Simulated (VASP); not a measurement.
# SnO2 (I4_1/amd) in VASP: notebook, part 2 of 2

VASP 6.6.1. Earlier steps stand in the parts before.

**3. Single point, PBEsol**

This run uses another cell than the first one, of 13.66 Å³/atom.

INCAR reads:

```
SYSTEM = SnO2
PREC = Accurate
ENCUT = 520
EDIFF = 1E-7
ISMEAR = -1
SIGMA = 0.05
LREAL = .FALSE.
LASPH = .TRUE.
NELM = 80
ALGO = Normal
ISIF = 2
LWAVE = .FALSE.
LCHARG = .FALSE.
GGA = PS
NBANDS = 35
```

KPOINTS reads:

```
regular mesh
0
G
  9 9 9
  0 0 0
```

POSCAR reads:

```
SnO2
1.0
   -2.0000686112      2.0000686112      5.1236788559
    2.0000686112     -2.0000686112      5.1236788559
    2.0000686112      2.0000686112     -5.1236788559
Sn O
2 4
Direct
    0.0000000000      0.0000000000      0.0000000000
    0.7500000000      0.2500000000      0.5000000000
    0.5465225900      0.0465225900      0.5000000000
    0.2034774100      0.2034774100      0.0000000000
    0.9534774100      0.4534774100      0.5000000000
    0.7965225900      0.7965225900      0.0000000000
```

Potentials or basis: VASP PAW PBE potentials, release 64 (Sn_d, O).

Command:

```bash
> cat potpaw_PBE.64/Sn_d/POTCAR potpaw_PBE.64/O/POTCAR > POTCAR
> mpirun -np 1 vasp_std > vasp.out
```

OUTCAR:

```text
SYSTEM = SnO2
   PREC = Accurate
   ENCUT = 520
   EDIFF = 1E-7
   ISMEAR = -1
   LREAL = .FALSE.
   LASPH = .TRUE.
   NELM = 80
   ISIF = 2
   GGA = PS

 ion  position               nearest neighbor table
   1  0.000  0.000  0.000-   3 2.06   5 2.06   3 2.06   5 2.06   4 2.09   6 2.09   2 3.25   2 3.25
                             2 3.25   2 3.25
   2  0.750  0.250  0.500-   6 2.06   4 2.06   6 2.06   4 2.06   3 2.09   5 2.09   1 3.25   1 3.25
                             1 3.25   1 3.25
   3  0.547  0.047  0.500-   1 2.06   1 2.06   2 2.09
   4  0.203  0.203  0.000-   2 2.06   2 2.06   1 2.09
   5  0.953  0.453  0.500-   1 2.06   1 2.06   2 2.09
   6  0.797  0.797  0.000-   2 2.06   2 2.06   1 2.09

  LATTYP: Found a body centered tetragonal cell.
 ALAT       =     4.0001372224
 C/A-ratio  =     2.5617515455

  Lattice vectors:

 A1 = (  -2.0000686112,   2.0000686112,   5.1236788559)
 A2 = (   2.0000686112,  -2.0000686112,   5.1236788559)
 A3 = (   2.0000686112,   2.0000686112,  -5.1236788559)

Analysis of symmetry for initial positions (statically):
=====================================================================
 Subroutine PRICEL returns:
 Original cell was already a primitive cell.

 Routine SETGRP: Setting up the symmetry group for a
 body centered tetragonal supercell.

 Subroutine GETGRP returns: Found 16 space group operations
 (whereof  8 operations were pure point group operations)
 out of a pool of 16 trial point group operations.

The static configuration has the point symmetry D_2d.
 The point group associated with its full space group is D_4h.

Analysis of symmetry for dynamics (positions and initial velocities):
=====================================================================
 Subroutine PRICEL returns:
 Original cell was already a primitive cell.

 Routine SETGRP: Setting up the symmetry group for a
 body centered tetragonal supercell.

 Subroutine GETGRP returns: Found 16 space group operations
[... 133 lines left out ...]
  volume/ion in A,a.u.               =      13.66        92.21
  Fermi-wavevector in a.u.,A,eV,Ry     =   1.406583  2.658057 26.918799  1.978476
  Thomas-Fermi vector in A             =   2.528929
   LORBIT       =      0    0 simple, 1 ext, 2 COOP (PROOUT), +10 PAW based schemes
   GGA     = PS    functional components
   LHFCALC =     F    Hartree Fock is set to
   AEXX    =    0.0000 exact exchange contribution
   IVDW    =     0    specifies the selected vdW correction
   LEPSILON=     F    determine dielectric tensor
   LRPA    =     F    only Hartree local field effects (RPA)
 non-spin polarized calculation
  energy-cutoff  :      520.00
  volume of cell :       81.98
 maximum number of plane-waves:      2242
 NGX is ok and might be reduce to    48
   NGX = 21   NGY = 21   NGZ = 21

 number of electron      52.0000007 magnetization

 Free energy of the ion-electron system (eV)
  ---------------------------------------------------
  ext. energy  EPLUGINS =         0.00000000
  ---------------------------------------------------
  free energy    TOTEN  =       -39.21877449 eV

  energy without entropy =      -39.21877448  energy(sigma->0) =      -39.21877448

 E-fermi :   4.8123     XC(G=0): -10.5526

 val. band max:        3.9270782051   @ k =   0.4444   0.3333   0.1111
 cond. band min:       5.4797863681   @ k =   0.0000   0.0000   0.0000
 fundamental gap:      1.5527081629
 Fermi energy:         4.8122825080

 k-point     1 :       0.0000    0.0000    0.0000
  band No.  band energies     occupation
      1     -16.3968      2.00000
      2     -16.3863      2.00000
      3     -16.2474      2.00000
      4     -15.6691      2.00000
      5     -15.5707      2.00000
      6     -15.5707      2.00000
[... 901 lines left out ...]
     34      15.3088      0.00000
     35      16.4471      0.00000

 [... further k-points ...]

------------------------ aborting loop because EDIFF is reached ----------------------------------------

  FORCE on cell =-STRESS in cart. coord.  units (eV):
  Direction    XX          YY          ZZ          XY          YZ          ZX
  --------------------------------------------------------------------------------------
  -------------------------------------------------------------------------------------
  Total        0.7890850      0.7890850      0.3343830      0.0000000      0.0000000      0.0000000
  in kB       15.4206506     15.4206506      6.5346611      0.0000000      0.0000000      0.0000000
  external PRESSURE =      12.4586541 kB  Pullay stress =       0.0000000 kB

 VOLUME and BASIS-vectors are now :
 -----------------------------------------------------------------------------
  energy-cutoff  :      520.00
  volume of cell :       81.98
      direct lattice vectors                 reciprocal lattice vectors
    -2.000068611  2.000068611  5.123678856     0.000000000  0.249991424  0.097586132
     2.000068611 -2.000068611  5.123678856     0.249991424  0.000000000  0.097586132
     2.000068611  2.000068611 -5.123678856     0.249991424  0.249991424  0.000000000

 POSITION                                       TOTAL-FORCE (eV/Angst)
 -----------------------------------------------------------------------------------
      0.00000      0.00000      0.00000         0.000000      0.000000     -0.000000
     -0.00000      2.00007      2.56184         0.000000      0.000000     -0.000000
      0.00000      2.00007      0.47673         0.000000     -0.000000      0.056421
      0.00000      0.00000      2.08511        -0.000000      0.000000     -0.056421
      0.00000      2.00007      4.64695         0.000000     -0.000000     -0.056421
      0.00000      0.00000      8.16225        -0.000000      0.000000      0.056421
 -----------------------------------------------------------------------------------
    total drift:                                0.000000      0.000000     -0.000000

  FREE ENERGIE OF THE ION-ELECTRON SYSTEM (eV)
  ---------------------------------------------------
  free  energy   TOTEN  =       -39.2187744873 eV

  energy  without entropy=      -39.2187744798  energy(sigma->0) =      -39.21877448
```

OSZICAR:

```text
N       E                     dE             d eps       ncg     rms          rms(c)
DAV:   1     0.645232602189E+03    0.64523E+03   -0.25594E+04  5706   0.222E+03
DAV:   2     0.605608296563E+02   -0.58467E+03   -0.55027E+03  5746   0.605E+02
DAV:   3    -0.393534463451E+02   -0.99914E+02   -0.98150E+02  5703   0.210E+02
DAV:   4    -0.447482510247E+02   -0.53948E+01   -0.53548E+01  6613   0.535E+01
DAV:   5    -0.448912832790E+02   -0.14303E+00   -0.14285E+00  6553   0.918E+00    0.151E+01
DAV:   6    -0.391859456262E+02    0.57053E+01   -0.16198E+01  8422   0.644E+01    0.605E+00
DAV:   7    -0.392682427183E+02   -0.82297E-01   -0.19990E+00  5839   0.766E+00    0.321E+00
DAV:   8    -0.392295051030E+02    0.38738E-01   -0.21847E-01  7987   0.439E+00    0.754E-01
DAV:   9    -0.392177266280E+02    0.11778E-01   -0.48043E-02  8318   0.348E+00    0.137E-01
DAV:  10    -0.392186581938E+02   -0.93157E-03   -0.45834E-03  7298   0.692E-01    0.456E-02
DAV:  11    -0.392187664730E+02   -0.10828E-03   -0.38933E-04  7930   0.196E-01    0.173E-02
DAV:  12    -0.392187781726E+02   -0.11700E-04   -0.51226E-05  6891   0.431E-02    0.172E-02
DAV:  13    -0.392187741412E+02    0.40314E-05   -0.22891E-05  7500   0.687E-02    0.294E-03
DAV:  14    -0.392187743377E+02   -0.19652E-06   -0.21210E-06  7541   0.135E-02    0.179E-03
DAV:  15    -0.392187744804E+02   -0.14270E-06   -0.72129E-08  4758   0.243E-03    0.472E-04
DAV:  16    -0.392187744873E+02   -0.68849E-08   -0.15086E-08  3191   0.151E-03
   1 F= -.39218774E+02 E0= -.39218774E+02  d E =-.752876E-08
```

stdout:

```text
POSCAR found type information on POSCAR SnO
 POSCAR found :  2 types and       6 ions
 scaLAPACK will be used
 -----------------------------------------------------------------------------
|                                                                             |
|                                                                             |
|     You enforced a specific xc type in the INCAR file but a different       |
|     I HOPE YOU KNOW WHAT YOU ARE DOING!                                     |
|                                                                             |
 -----------------------------------------------------------------------------

 LDA part: xc-table for (Slater+PW92), standard interpolation
 POSCAR, INCAR and KPOINTS ok, starting setup
 FFT: planning ... GRIDC
 FFT: planning ... GRID_SOFT
 FFT: planning ... GRID
 WAVECAR not read
 entering main loop
```

Run time: 4.5 min. Hardware: 1 thread of Intel Xeon Platinum 8488C (Sapphire Rapids), shared host; peak memory 0.42 GiB.

What came out:

- Free energy: -39.2188 eV
- Pressure: 1.2 GPa
- Largest force: 0.056 eV/Å
- Band gap on the k mesh: 1.55 eV (least direct gap 1.94 eV)

Forces in eV/Å, atoms in the order of the input:
```
Sn   0.000  0.000  0.000
Sn   0.000  0.000  0.000
O    0.000  0.000  0.056
O    0.000  0.000 -0.056
O    0.000  0.000 -0.056
O    0.000  0.000  0.056
```

Stress tensor (GPa, compression positive):
```
1.54 0.00 0.00
0.00 1.54 0.00
0.00 0.00 0.65
```

Caveat: the PAW data sets were made with another functional, which shifts forces and pressure a little; spin-orbit coupling is left out, which moves the levels of the heavy elements. A k mesh can miss the band edges.

**4. Relaxation of cell and atoms, LDA**

This run uses another cell than the first one, of 13.66 Å³/atom.

INCAR reads:

```
ALGO = Normal ; EDIFF = 1E-6
EDIFFG = -0.01 ; ENCUT = 600
IBRION = 2 ; ISIF = 3
ISMEAR = -1 ; LASPH = True
LCHARG = False ; LREAL = False
LWAVE = False ; NELM = 80
NSW = 60 ; PREC = Accurate
SIGMA = 0.05
```

KPOINTS reads:

```
k-points
0
Gamma
  9 9 9
```

POSCAR is that of step 3.

Potentials or basis: VASP PAW LDA potentials, release 64 (Sn_d, O).

Command:

```bash
> cat potpaw_LDA.64/Sn_d/POTCAR potpaw_LDA.64/O/POTCAR > POTCAR
> mpirun -np 1 vasp_std > vasp.out
```

OUTCAR:

```text
EDIFF = 1E-6
   EDIFFG = -0.01
   ENCUT = 600
   IBRION = 2
   ISIF = 3
   ISMEAR = -1
   LASPH = True
   LREAL = False
   NELM = 80
   NSW = 60
   PREC = Accurate

 ion  position               nearest neighbor table
   1  0.000  0.000  0.000-   3 2.06   5 2.06   3 2.06   5 2.06   4 2.09   6 2.09   2 3.25   2 3.25
                             2 3.25   2 3.25
   2  0.750  0.250  0.500-   6 2.06   4 2.06   6 2.06   4 2.06   3 2.09   5 2.09   1 3.25   1 3.25
                             1 3.25   1 3.25
   3  0.547  0.047  0.500-   1 2.06   1 2.06   2 2.09
   4  0.203  0.203  0.000-   2 2.06   2 2.06   1 2.09
   5  0.953  0.453  0.500-   1 2.06   1 2.06   2 2.09
   6  0.797  0.797  0.000-   2 2.06   2 2.06   1 2.09

  LATTYP: Found a body centered tetragonal cell.
 ALAT       =     4.0001372224
 C/A-ratio  =     2.5617515455

  Lattice vectors:

[... 354 lines left out ...]
  free energy    TOTEN  =       -41.75014367 eV

  energy without entropy =      -41.75014367  energy(sigma->0) =      -41.75014367

 E-fermi :   4.8922     XC(G=0): -10.9542

 val. band max:        3.9210272480   @ k =   0.4444   0.3333   0.1111
 cond. band min:       5.6429311223   @ k =   0.0000   0.0000   0.0000
 fundamental gap:      1.7219038744
 Fermi energy:         4.8921558507

 k-point     1 :       0.0000    0.0000    0.0000
  band No.  band energies     occupation
      1     -16.3795      2.00000
      2     -16.3585      2.00000
      3     -16.2143      2.00000
      4     -15.6470      2.00000
      5     -15.5264      2.00000
      6     -15.5264      2.00000
[... 805 lines left out ...]
     30      11.8328      0.00000
     31      12.6134      0.00000

 [... further k-points ...]

------------------------ aborting loop because EDIFF is reached ----------------------------------------

  FORCE on cell =-STRESS in cart. coord.  units (eV):
  Direction    XX          YY          ZZ          XY          YZ          ZX
  --------------------------------------------------------------------------------------
  -------------------------------------------------------------------------------------
  Total        0.0171457      0.0171457      0.0549603      0.0000000      0.0000000      0.0000000
  in kB        0.3409994      0.3409994      1.0930669      0.0000000      0.0000000      0.0000000
  external PRESSURE =       0.5916886 kB  Pullay stress =       0.0000000 kB
[... 21 lines left out ...]
  FREE ENERGIE OF THE ION-ELECTRON SYSTEM (eV)
  ---------------------------------------------------
  free  energy   TOTEN  =       -41.7501436725 eV

  energy  without entropy=      -41.7501436710  energy(sigma->0) =      -41.75014367

 reached required accuracy - stopping structural energy minimisation
```

OSZICAR:

```text
N       E                     dE             d eps       ncg     rms          rms(c)
DAV:   1     0.693029067738E+03    0.69303E+03   -0.28387E+04  4997   0.275E+03
DAV:   2     0.624344147544E+02   -0.63059E+03   -0.60791E+03  5262   0.727E+02
DAV:   3    -0.420874269759E+02   -0.10452E+03   -0.10287E+03  5266   0.239E+02
[... 41 lines left out ...]
DAV:   1    -0.417507966444E+02   -0.78059E-03   -0.34551E-02  5578   0.166E+00    0.153E-01
DAV:   2    -0.417503837125E+02    0.41293E-03   -0.20096E-03  6395   0.517E-01    0.822E-02
DAV:   3    -0.417501444654E+02    0.23925E-03   -0.42325E-04  7032   0.328E-01    0.188E-02
DAV:   4    -0.417501440627E+02    0.40270E-06   -0.10898E-04  6555   0.814E-02    0.574E-03
DAV:   5    -0.417501436725E+02    0.39019E-06   -0.48473E-06  4591   0.286E-02
   5 F= -.41750144E+02 E0= -.41750144E+02  d E =-.128477E-03
```

CONTCAR:

```text
SnO2
   1.00000000000000
    -1.9885023172716763    1.9885023172716763    5.0933205176991194
     1.9885023172716763   -1.9885023172716763    5.0933205176991194
     1.9885023172716763    1.9885023172716763   -5.0933205176991194
  Sn              O
     2     4
Direct
     0.0000000000000000    0.0000000000000000    0.0000000000000000
     0.7500000000000000    0.2500000000000000    0.5000000000000000
     0.5467968472394829    0.0467968472394829    0.5000000000000000
     0.2032031527605171    0.2032031527605171    0.0000000000000000
     0.9532031527605171    0.4532031527605171    0.5000000000000000
     0.7967968472394829    0.7967968472394829    0.0000000000000000

  0.00000000E+00  0.00000000E+00  0.00000000E+00
  0.00000000E+00  0.00000000E+00  0.00000000E+00
  0.00000000E+00  0.00000000E+00  0.00000000E+00
  0.00000000E+00  0.00000000E+00  0.00000000E+00
  0.00000000E+00  0.00000000E+00  0.00000000E+00
  0.00000000E+00  0.00000000E+00  0.00000000E+00
```

Run time: 28 min. Hardware: 1 thread of Intel Xeon 8259CL, shared host; peak memory 0.38 GiB.

What came out:

- Free energy: -41.7501 eV
- Relaxed volume: 13.43 Å³/atom
- Relaxed cell: a = 5.818 Å, b = 5.818 Å, c = 5.818 Å, α = 140.03°, β = 140.03°, γ = 57.81°
- Space group after relaxing (to 0.1 Å): I4_1/amd (No. 141)
- Energy gained by relaxing: 2.6 meV/atom
- Ionic steps: 5
- Pressure after relaxing: 0.1 GPa
- Largest force after relaxing: 0.008 eV/Å
- Band gap on the k mesh: 1.72 eV (least direct gap 2.12 eV)

Forces on the atoms (eV/Å):
```
Sn   0.000  0.000  0.000
Sn   0.000  0.000  0.000
O    0.000  0.000  0.008
O    0.000  0.000 -0.008
O    0.000  0.000 -0.008
O    0.000  0.000  0.008
```

The path:
```csv
step,energy change (eV),largest force (eV/Å),pressure (GPa),volume (Å³)
1,0.0000,0.1593,-3.23,81.98
2,0.0160,0.2768,4.87,78.76
3,-0.0152,0.0093,-0.07,80.63
4,-0.0152,0.0126,0.02,80.61
5,-0.0154,0.0085,0.06,80.56
```

Final structure:
```
CELL_PARAMETERS angstrom
-1.98850 1.98850 5.09332
1.98850 -1.98850 5.09332
1.98850 1.98850 -5.09332
ATOMIC_POSITIONS crystal
Sn 0.00000 0.00000 0.00000
Sn 0.75000 0.25000 0.50000
O 0.54680 0.04680 0.50000
O 0.20320 0.20320 0.00000
O 0.95320 0.45320 0.50000
O 0.79680 0.79680 0.00000
```

Levels at points of the mesh, in eV from the valence-band top:
```
           k point  band 24  band 25  band 26  band 27  band 28  band 29
(0.00, 0.00, 0.00)    -0.69    -0.40    -0.40     1.72     5.63     9.09
```

Caveat: spin-orbit coupling is left out, which moves the levels of the heavy elements.

**5. Relaxation of the atoms, PBE**

This run uses another cell than the first one, of 13.66 Å³/atom.

INCAR reads:

```
PREC     = Accurate       # precision mode
ENCUT    = 520            # plane-wave cutoff, eV
EDIFF    = 1E-6           # SCF threshold, eV
ISMEAR   = -1             # smearing method
SIGMA    = 0.05           # smearing width, eV
LREAL    = F              # projectors in reciprocal space
LASPH    = T              # aspherical terms in the spheres
NELM     = 80             # most SCF steps
ALGO     = Normal         # electronic algorithm
ISIF     = 2              # what is computed and relaxed
LWAVE    = F              # write WAVECAR
LCHARG   = F              # write CHGCAR
GGA      = PE             # functional
IBRION   = 2              # ionic algorithm
NSW      = 60             # ionic steps
EDIFFG   = -0.01          # ionic threshold
```

KPOINTS reads:

```
regular mesh
0
Gamma
  7 7 7
```

POSCAR is that of step 4.

Potentials or basis: VASP PAW PBE potentials, release 64 (Sn_d, O).

Command:

```bash
> cat potpaw_PBE.64/Sn_d/POTCAR potpaw_PBE.64/O/POTCAR > POTCAR
> mpirun -np 1 vasp_std > vasp.out
```

Wall time 8.1 min (1 thread of Intel Xeon Platinum 8259CL at 2.50GHz (Skylake/Cascade Lake), shared host); peak memory 0.36 GiB.

It converged, with:

* Free energy: -36.9027 eV
* Energy gained by relaxing: 0.1 meV/atom
* Ionic steps: 3
* Pressure after relaxing: 6.2 GPa
* Band gap on the k mesh: 1.62 eV (least direct gap 2.01 eV)

Stress tensor (GPa, compression positive):
```
6.54 0.00 0.00
0.00 6.54 0.00
0.00 0.00 5.66
```

The path:
| step | energy change (eV) | largest force (eV/Å) | pressure (GPa) |
| --- | --- | --- | --- |
| 1 | 0.0000 | 0.0656 | 6.46 |
| 2 | -0.0005 | 0.0180 | 6.30 |
| 3 | -0.0006 | 0.0003 | 6.24 |

Final structure:
```cif
data_structure
_symmetry_space_group_name_H-M 'P 1'
_symmetry_Int_Tables_number 1
_cell_length_a 5.8526
_cell_length_b 5.8526
_cell_length_c 5.8526
_cell_angle_alpha 140.034
_cell_angle_beta 140.034
_cell_angle_gamma 57.802
_cell_volume 81.98
loop_
_atom_site_label
_atom_site_type_symbol
_atom_site_fract_x
_atom_site_fract_y
_atom_site_fract_z
_atom_site_occupancy
Sn1 Sn 0.00000 0.00000 0.00000 1
Sn2 Sn 0.75000 0.25000 0.50000 1
O1 O 0.54610 0.04610 0.50000 1
O2 O 0.20390 0.20390 0.00000 1
O3 O 0.95390 0.45390 0.50000 1
O4 O 0.79610 0.79610 0.00000 1
```

Levels at points of the mesh, in eV from the valence-band top:
```
           k point  band 22  band 23  band 24  band 25  band 26  band 27  band 28  band 29  band 30  band 31
(0.00, 0.00, 0.00)    -1.03    -0.67    -0.67    -0.39    -0.39     1.62     5.51     9.41     9.79     9.95
```

Caveat: spin-orbit coupling is left out, which moves the levels of the heavy elements. A k mesh can miss the band edges.

**6. The runs side by side**

| task | level | potentials or basis | cell | k mesh | cutoff (eV) | gap on the mesh (eV) | pressure (GPa) | largest force (eV/Å) |
| --- | --- | --- | --- | --- | --- | --- | --- | --- |
| single point | PBEsol | VASP PAW PBE potentials, release 64 (Sn_d, O) | a = 5.813 Å, angles 140.0, 140.0, 57.8°, 6 atoms | 9 × 9 × 9 | 520 | 1.77 | 5.1 | 0.07 |
| single point | PBEsol | VASP PAW PBE potentials, release 64 (Sn_d, O) | a = 5.853 Å, angles 140.0, 140.0, 57.8°, 6 atoms | 9 × 9 × 9 | 520 | 1.55 | 1.2 | 0.06 |
| relaxation of cell and atoms | LDA | VASP PAW LDA potentials, release 64 (Sn_d, O) | relaxed from a = 5.853 Å, angles 140.0, 140.0, 57.8°, 6 atoms | 9 × 9 × 9 | 600 | 1.72 | 0.1 | 0.01 |
| relaxation of the atoms | PBE | VASP PAW PBE potentials, release 64 (Sn_d, O) | atoms relaxed from a = 5.853 Å, angles 140.0, 140.0, 57.8°, 6 atoms | 7 × 7 × 7 | 520 | 1.62 | 6.2 | - |

Alike in all rows: no spin polarisation; smearing fermi-dirac 0.05 eV.

Caveats: spin-orbit coupling is left out, which moves the levels of the heavy elements; the PAW data sets were made with another functional, which shifts forces and pressure a little (at least some runs); the cell stands under pressure (at least some runs).

Total energies depend on the potentials used, so only differences within one code and one set of settings carry meaning.
